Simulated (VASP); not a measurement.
Input of a VASP 6.6.1 run:

Contents of INCAR:

```
SYSTEM = TePb
PREC = Accurate
ENCUT = 520
EDIFF = 1E-7
ISMEAR = 0
SIGMA = 0.05
LREAL = .False.
LASPH = .True.
NELM = 150
ALGO = Normal
ISIF = 2
LWAVE = .False.
LCHARG = .False.
ISPIN = 2
MAGMOM = 0.5 0.5 0.5 0.5
LORBIT = 11
GGA = PS
NBANDS = 32
```

File KPOINTS:

```
Automatic mesh
0
Gamma
  1 1 11
  0 0 0
```

The input POSCAR:

```
TePb
1.0
   12.0000000000      0.0000000000      0.0000000000
    0.0000000000      9.3000000000      0.0000000000
    0.0000000000      0.0000000000      6.2903224782
Te Pb
2 2
Direct
    0.3633331900      0.5000000000      0.0000000000
    0.6366668100      0.5000000000      0.5000000000
    0.4004126701      0.5000000000      0.5000000000
    0.5995873299      0.5000000000      0.0000000000
```

Potentials or basis: VASP PAW PBE potentials, release 64 (Te, Pb_d).

Launch:

```console
$ cat potpaw_PBE.64/Te/POTCAR potpaw_PBE.64/Pb_d/POTCAR > POTCAR
$ mpirun -np 1 vasp_std > vasp.out
```

(1) What does it give for the band gap on the k mesh?

(2) Estimate the largest force.

Results:

(1) 0.70 eV, indirect (least direct gap 0.76 eV).

(2) 0.013 eV/Å.

Caveat: the PAW data sets were made with another functional, which shifts forces and pressure a little; spin-orbit coupling is left out, which moves the levels of the heavy elements.
